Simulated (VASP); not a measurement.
# Tb: single point with PBEsol

The system is Tb.

```
CELL_PARAMETERS angstrom
3.60100 0.00000 0.00000
-1.80050 3.11856 0.00000
0.00000 0.00000 5.69360
ATOMIC_POSITIONS crystal
Tb 0.66667 0.33333 0.75000
Tb 0.33333 0.66667 0.25000
```

```
Program                : VASP 6.6.1
Task                   : single point
Functional             : PBEsol
Potentials or basis    : VASP PAW PBE potentials, release 64 (Tb)
Cutoff                 : 520 eV
k mesh                 : 7 × 7 × 4
Occupations            : gaussian, width 0.005 eV
Spin                   : collinear spin, ferromagnetic start
Starting moments       : [6.0, 6.0] μB
Dipole correction      : no
Further INCAR settings : ALGO = Normal; EDIFF = 1e-07; NBANDS = 30
```

- Pressure: -2.5 GPa
- Net moment: 11.62 μB per cell
- Site moments: Tb +5.69 μB
- Valence electrons inside the program's atomic spheres: Tb 16.29

Stress tensor (GPa, compression positive):
```
-2.61  0.00  0.00
 0.00 -2.61  0.00
 0.00  0.00 -2.41
```

Levels at points of the mesh, in eV from the Fermi level:
Spin up:
| k point | band 22 | band 23 | band 24 | band 25 | band 26 | band 27 |
| --- | --- | --- | --- | --- | --- | --- |
| (0.00, 0.00, 0.00) | -3.74 | -3.64 | -2.10 | 1.38 | 1.77 | 1.77 |
| (0.00, 0.00, 0.50) | -3.70 | -3.36 | -3.36 | 1.01 | 1.01 | 1.67 |
Spin down:
| k point | band 9 | band 10 | band 11 | band 12 | band 13 | band 14 | band 15 | band 16 | band 17 | band 18 |
| --- | --- | --- | --- | --- | --- | --- | --- | --- | --- | --- |
| (0.00, 0.00, 0.00) | -4.65 | -1.83 | -0.18 | -0.15 | -0.10 | -0.01 | 0.14 | 0.14 | 0.19 | 0.19 |
| (0.00, 0.00, 0.50) | -3.04 | -3.04 | -0.25 | -0.25 | -0.06 | -0.06 | 0.16 | 0.16 | 0.16 | 0.16 |

Wall time 9.3 min on 1 thread of Intel(R) Xeon(R) Platinum 8488C (Sapphire Rapids) (shared host), peak memory 0.26 GiB.

Caveat: the magnetic or orbital state may not be the lowest; the PAW data sets were made with another functional, which shifts forces and pressure a little; spin-orbit coupling is left out, which moves the levels of the heavy elements; semilocal functionals describe open f shells poorly, which spoils levels, moments and volumes. The state reached can hang on the start; a lower one may exist.
